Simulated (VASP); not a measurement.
# Al2O3 (I4_132) in VASP: further runs, part 2 of 2

VASP 6.6.1. Earlier steps stand in the parts before.

### Step 3. Relaxation of cell and atoms, PBE

This run uses another cell than the first one, of 43.20 Å³/atom.

File INCAR:

```
SYSTEM = Al2O3
ALGO = Normal ; EDIFF = 1E-6
EDIFFG = -0.01 ; ENCUT = 600
GGA = PE ; IBRION = 2
ISIF = 3 ; ISMEAR = 0
LASPH = .True. ; LCHARG = .False.
LREAL = .False. ; LWAVE = .False.
NELM = 100 ; NSW = 100
PREC = Accurate ; SIGMA = 0.02
```

File KPOINTS:

```
k-points
0
Gamma
  4 4 4
  0 0 0
```

File POSCAR:

```
Al2O3
1.0
   -4.7621163824      4.7621163824      4.7621163824
    4.7621163824     -4.7621163824      4.7621163824
    4.7621163824      4.7621163824     -4.7621163824
Al O
4 6
Direct
    0.7500000000      0.7500000000      0.7500000000
    0.5000000000      0.0000000000      0.7500000000
    0.0000000000      0.7500000000      0.5000000000
    0.7500000000      0.5000000000      0.0000000000
    0.6250000000      0.8750000000      0.7500000000
    0.8750000000      0.7500000000      0.6250000000
    0.7500000000      0.6250000000      0.8750000000
    0.2500000000      0.8750000000      0.6250000000
    0.6250000000      0.2500000000      0.8750000000
    0.8750000000      0.6250000000      0.2500000000
```

Potentials or basis: VASP PAW PBE potentials, release 64 (Al, O).

Run with:

```console
$ cat potpaw_PBE.64/Al/POTCAR potpaw_PBE.64/O/POTCAR > POTCAR
$ mpirun -np 1 vasp_std > vasp.out
```

OUTCAR:

```text
SYSTEM = Al2O3
   EDIFF = 1E-6
   EDIFFG = -0.01
   ENCUT = 600
   GGA = PE
   IBRION = 2
   ISIF = 3
   ISMEAR = 0
   LASPH = .True.
   LREAL = .False.
   NELM = 100
   NSW = 100
   PREC = Accurate

 ion  position               nearest neighbor table
   1  0.750  0.750  0.750-   5 1.68   6 1.68   7 1.68
   2  0.500  0.000  0.750-   5 1.68   8 1.68   9 1.68
   3  0.000  0.750  0.500-   6 1.68   8 1.68  10 1.68
   4  0.750  0.500  0.000-   7 1.68   9 1.68  10 1.68
   5  0.625  0.875  0.750-   1 1.68   2 1.68
   6  0.875  0.750  0.625-   1 1.68   3 1.68
   7  0.750  0.625  0.875-   1 1.68   4 1.68
   8  0.250  0.875  0.625-   2 1.68   3 1.68
   9  0.625  0.250  0.875-   2 1.68   4 1.68
  10  0.875  0.625  0.250-   3 1.68   4 1.68

  LATTYP: Found a body centered cubic cell.
 ALAT       =     9.5242327648

  Lattice vectors:

 A1 = (  -4.7621163824,   4.7621163824,   4.7621163824)
 A2 = (   4.7621163824,  -4.7621163824,   4.7621163824)
 A3 = (   4.7621163824,   4.7621163824,  -4.7621163824)

Analysis of symmetry for initial positions (statically):
=====================================================================
 Subroutine PRICEL returns:
 Original cell was already a primitive cell.

 Routine SETGRP: Setting up the symmetry group for a
 body centered cubic supercell.

 Subroutine GETGRP returns: Found 24 space group operations
 (whereof  3 operations were pure point group operations)
 out of a pool of 48 trial point group operations.

The static configuration has the point symmetry C_3 .
 The point group associated with its full space group is O   .

Analysis of symmetry for dynamics (positions and initial velocities):
=====================================================================
 Subroutine PRICEL returns:
 Original cell was already a primitive cell.

 Routine SETGRP: Setting up the symmetry group for a
 body centered cubic supercell.

 Subroutine GETGRP returns: Found 24 space group operations
 (whereof  3 operations were pure point group operations)
 out of a pool of 48 trial point group operations.

The dynamic configuration has the point symmetry C_3 .
 The point group associated with its full space group is O   .

 Subroutine INISYM returns: Found 24 space group operations
 (whereof  3 operations are pure point group operations),
 and found     1 'primitive' translations

----------------------------------------------------------------------------------------

                                     Primitive cell

  volume of cell :     431.9764

  direct lattice vectors                    reciprocal lattice vectors
    -4.762116382  4.762116382  4.762116382     0.000000000  0.104995334  0.104995334
     4.762116382 -4.762116382  4.762116382     0.104995334  0.000000000  0.104995334
     4.762116382  4.762116382 -4.762116382     0.104995334  0.104995334  0.000000000

  length of vectors
     8.248227526  8.248227526  8.248227526     0.148485825  0.148485825  0.148485825

  position of ions in fractional coordinates (direct lattice)
     0.750000000  0.750000000  0.750000000
     0.500000000  0.000000000  0.750000000
     0.000000000  0.750000000  0.500000000
     0.750000000  0.500000000  0.000000000
     0.625000000  0.875000000  0.750000000
     0.875000000  0.750000000  0.625000000
     0.750000000  0.625000000  0.875000000
     0.250000000  0.875000000  0.625000000
     0.625000000  0.250000000  0.875000000
     0.875000000  0.625000000  0.250000000

  ion indices of the primitive-cell ions
   primitive index   ion index
                 1           1
                 2           2
                 3           3
[... 22 lines left out ...]

  Length of vectors
     0.037121456  0.037121456  0.037121456

  Shift w.r.t. Gamma in fractional coordinates (k-lattice)
     0.000000000  0.000000000  0.000000000

 Subroutine IBZKPT returns following result:
 ===========================================

 Found      8 irreducible k-points:

 Following reciprocal coordinates:
            Coordinates               Weight
  0.000000  0.000000  0.000000      1.000000
  0.250000  0.000000  0.000000     12.000000
  0.500000  0.000000  0.000000      6.000000
  0.250000  0.250000  0.000000     24.000000
  0.250000  0.250000  0.250000      2.000000
 -0.250000  0.250000  0.250000      6.000000
  0.500000  0.500000  0.250000     12.000000
  0.500000  0.500000  0.500000      1.000000
   k-points           NKPTS =      8   k-points in BZ     NKDIM =      8   number of bands    NBANDS=     30
   number of dos      NEDOS =    301   number of ions     NIONS =     10
   total plane-waves  NPLWV = 343000
   dimension x,y,z NGX =    70 NGY =   70 NGZ =   70
   dimension x,y,z NGXF=   140 NGYF=  140 NGZF=  140
   ions per type =               4   6
   NGX,Y,Z   is equivalent  to a cutoff of  14.11, 14.11, 14.11 a.u.
   NGXF,Y,Z  is equivalent  to a cutoff of  28.22, 28.22, 28.22 a.u.
 SYSTEM =  Al2O3
   PREC   = accura    normal or accurate (medium, high low for compatibility)
   ISTART =      0    job   : 0-new  1-cont  2-samecut
   ICHARG =      2    charge: 1-file 2-atom 10-const
   ISPIN  =      1    spin polarized calculation?
   LNONCOLLINEAR =      F non collinear calculations
   LSORBIT =      F    spin-orbit coupling
   LASPH  =      T    aspherical Exc in radial PAW
   ENCUT  =  600.0 eV  44.10 Ry    6.64 a.u.  16.47 16.47 16.47*2*pi/ulx,y,z
   NELM   =    100;   NELMIN=  2; NELMDL= -5     # of ELM steps
   EDIFF  = 0.1E-05   stopping-criterion for ELM
   LREAL  =      F    real-space projection
   EDIFFG = -.1E-01   stopping-criterion for IOM
   NSW    =    100    number of steps for IOM
   IBRION =      2    ionic relax: 0-MD 1-quasi-New 2-CG
   NFREE  =      1    steps in history (QN), initial steepest desc. (CG)
   ISIF   =      3    stress and relaxation
   ISYM   =      2    0-nonsym 1-usesym 2-fastsym
   POTIM  = 0.5000    time-step for ionic-motion
   TEBEG  =    0.0;   TEEND  =   0.0 temperature during run
   PSTRESS=    0.0 pullay stress
   NELECT =      48.0000    total number of electrons
   NUPDOWN=      -1.0000    fix difference up-down
   EMIN   =  10.00;   EMAX   =-10.00  energy-range for DOS
   EFERMI =   0.00;   METHOD = LEGACY
   ISMEAR =     0;   SIGMA  =   0.02  broadening in eV -4-tet -1-fermi 0-gaus
   EFERMI_NEDOS =   21; number of points for ismear=-14 and -15
   IALGO  =     38    algorithm
   IMIX   =      4    mixing-type and parameters
     AMIX     =   0.40;   BMIX     =  1.00
     AMIX_MAG =   1.60;   BMIX_MAG =  1.00
  volume/ion in A,a.u.               =      43.20       291.51
  Fermi-wavevector in a.u.,A,eV,Ry     =   0.787049  1.487307  8.428082  0.619447
  Thomas-Fermi vector in A             =   1.891711
   LORBIT       =      0    0 simple, 1 ext, 2 COOP (PROOUT), +10 PAW based schemes
   GGA     = PE    functional components
   LHFCALC =     F    Hartree Fock is set to
   AEXX    =    0.0000 exact exchange contribution
   IVDW    =     0    specifies the selected vdW correction
   LEPSILON=     F    determine dielectric tensor
   LRPA    =     F    only Hartree local field effects (RPA)
 conjugate gradient relaxation of ions
 non-spin polarized calculation
 Gauss-broadening in eV      SIGMA  =   0.02
  energy-cutoff  :      600.00
  volume of cell :      431.98
 maximum number of plane-waves:     14425
 NGX is ok and might be reduce to    70
   NGX = 33   NGY = 33   NGZ = 33

--------------------------------------- Ionic step        1  -------------------------------------------

 number of electron      48.0000003 magnetization

 Free energy of the ion-electron system (eV)
  ---------------------------------------------------
  ext. energy  EPLUGINS =         0.00000000
  ---------------------------------------------------
  free energy    TOTEN  =       -69.20881944 eV

  energy without entropy =      -69.20881944  energy(sigma->0) =      -69.20881944

------------------------ aborting loop because EDIFF is reached ----------------------------------------

  FORCE on cell =-STRESS in cart. coord.  units (eV):
  Direction    XX          YY          ZZ          XY          YZ          ZX
  --------------------------------------------------------------------------------------
  -------------------------------------------------------------------------------------
  Total        0.1839722      0.1839722      0.1839722      0.0000000      0.0000000      0.0000000
  in kB        0.6823432      0.6823432      0.6823432      0.0000000      0.0000000      0.0000000
  external PRESSURE =       0.6823432 kB  Pullay stress =       0.0000000 kB
[... 75 lines left out ...]
--------------------------------------- Ionic step        3  -------------------------------------------

 number of electron      48.0000003 magnetization

 Free energy of the ion-electron system (eV)
  ---------------------------------------------------
  ext. energy  EPLUGINS =         0.00000000
  ---------------------------------------------------
  free energy    TOTEN  =       -69.20897283 eV

  energy without entropy =      -69.20897283  energy(sigma->0) =      -69.20897283

 E-fermi :  -4.0897     XC(G=0):  -4.1564

 val. band max:       -4.1852549538   @ k =   0.2500   0.2500   0.0000
 cond. band min:      -0.1701801051   @ k =   0.0000   0.0000   0.0000
 fundamental gap:      4.0150748487
 Fermi energy:        -4.0896707666

 k-point     1 :       0.0000    0.0000    0.0000
  band No.  band energies     occupation
      1     -20.7665      2.00000
      2     -20.2824      2.00000
      3     -20.2824      2.00000
      4     -20.2824      2.00000
      5     -20.0100      2.00000
      6     -20.0100      2.00000
[... 290 lines left out ...]
  FREE ENERGIE OF THE ION-ELECTRON SYSTEM (eV)
  ---------------------------------------------------
  free  energy   TOTEN  =       -69.2089728316 eV

  energy  without entropy=      -69.2089728316  energy(sigma->0) =      -69.20897283

 reached required accuracy - stopping structural energy minimisation
```

It took 5.2 min on 1 thread of Intel Xeon 6975P-C (Granite Rapids), shared host; peak memory 0.76 GiB.

What came out:

```yaml
Free_energy: -69.2090 eV
Relaxed_volume: 43.27 Å³/atom
Relaxed_cell: a = 8.253 Å, b = 8.253 Å, c = 8.253 Å, α = 109.47°, β = 109.47°, γ = 109.47°
Space_group_after_relaxing_to_0.1_Å: I4_132 (No. 214)
Energy_gained_by_relaxing: 0.0 meV/atom
Ionic_steps: 3
Pressure_after_relaxing: 0.0 GPa
Band_gap_on_the_k_mesh: 4.02 eV (least direct gap 4.19 eV)
```

The path:
| step | energy change (eV) | largest force (eV/Å) | pressure (GPa) | volume (Å³) |
| --- | --- | --- | --- | --- |
| 1 | 0.0000 | 0.0000 | 0.07 | 431.98 |
| 2 | -0.0001 | 0.0000 | -0.04 | 433.13 |
| 3 | -0.0002 | 0.0000 | 0.00 | 432.67 |

Final structure:
```xyz
10
Lattice="-4.7647 4.7647 4.7647 4.7647 -4.7647 4.7647 4.7647 4.7647 -4.7647" Properties=species:S:1:pos:R:3 pbc="T T T"
Al    3.5735    3.5735    3.5735
Al    1.1912    5.9558   -1.1912
Al    5.9558   -1.1912    1.1912
Al   -1.1912    1.1912    5.9558
O     4.7647    2.3823    3.5735
O     2.3823    3.5735    4.7647
O     3.5735    4.7647    2.3823
O     5.9558    0.0000    2.3823
O     2.3823    5.9558    0.0000
O     0.0000    2.3823    5.9558
```

A k mesh can miss the band edges.
